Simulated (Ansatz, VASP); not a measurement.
TiPt3: VASP beside Ansatz

```
Ti Pt
1.0
     3.89700    0.00000    0.00000
     0.00000    3.89700    0.00000
     0.00000    0.00000    3.89700
Ti Pt
1 3
Direct
  0.00000 0.00000 0.00000
  0.00000 0.50000 0.50000
  0.50000 0.00000 0.50000
  0.50000 0.50000 0.00000
```

Alike in both runs: task single point; functional PBEsol; k mesh 6 × 6 × 6; occupations fermi-dirac, width 0.05 eV; no spin polarisation.

|  | VASP | Ansatz |
| --- | --- | --- |
| version | VASP 6.6.1 | Ansatz 0.2.0 |
| potentials or method | VASP PAW PBE potentials, release 64 (Ti_sv, Pt) | plane waves, PAW |
| plane-wave cutoff (eV) | 520 | 420 |
| valence electrons in the cell | 42 | 66 |

```tsv
	VASP	Ansatz	Ansatz less VASP
gap on the k mesh at the Fermi level (eV)	none	none	-
pressure (GPa)	0.1	0.4	+0.28
```

VASP's potentials were made for PBE, not for PBEsol. A gap of «none» marks a metal or a gap that the smearing closes. VASP's potentials hold 42 valence electrons a cell and Ansatz's 66, so a difference there can come from the potentials and not from the codes.

Neither program's run includes spin-orbit coupling.
